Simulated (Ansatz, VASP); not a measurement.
## One calculation of I, two programs

```
I
1.0
    -1.58757    1.58757    3.74199
     1.58757   -1.58757    3.74199
     1.58757    1.58757   -3.74199
I
1
Direct
  0.00000 0.00000 0.00000
```

Alike in both runs: task relaxation of cell and atoms; functional PBEsol; k mesh 18 × 18 × 18; occupations gaussian, width 0.1 eV; no spin polarisation.

|  | VASP | Ansatz |
| --- | --- | --- |
| version | VASP 6.6.1 | Ansatz 0.2.0 |
| potentials or method | VASP PAW PBE potentials, release 64 (I), cutoff 600 eV | scalar-relativistic, plane waves, PAW |
| valence electrons in the cell | 7 | 17 |

|  | VASP | Ansatz | Ansatz less VASP |
| --- | --- | --- | --- |
| gap on the k mesh at the Fermi level, each at its own relaxed structure (eV) | none | none | - |
| relaxed volume (Å³/atom) | 37.72 | 37.72 | 0.000 |
| relaxed cell length with the largest relative difference (Å) | 4.364 | 4.364 | 0.0000 |

VASP's potentials were made for PBE, not for PBEsol. A gap of «none» marks a metal or a gap that the smearing closes. VASP's potentials hold 7 valence electrons a cell and Ansatz's 17, so a difference there can come from the potentials and not from the codes.

Neither program's run includes spin-orbit coupling. Noted on VASP's run: the relaxation stopped at its first step, so nothing moved.
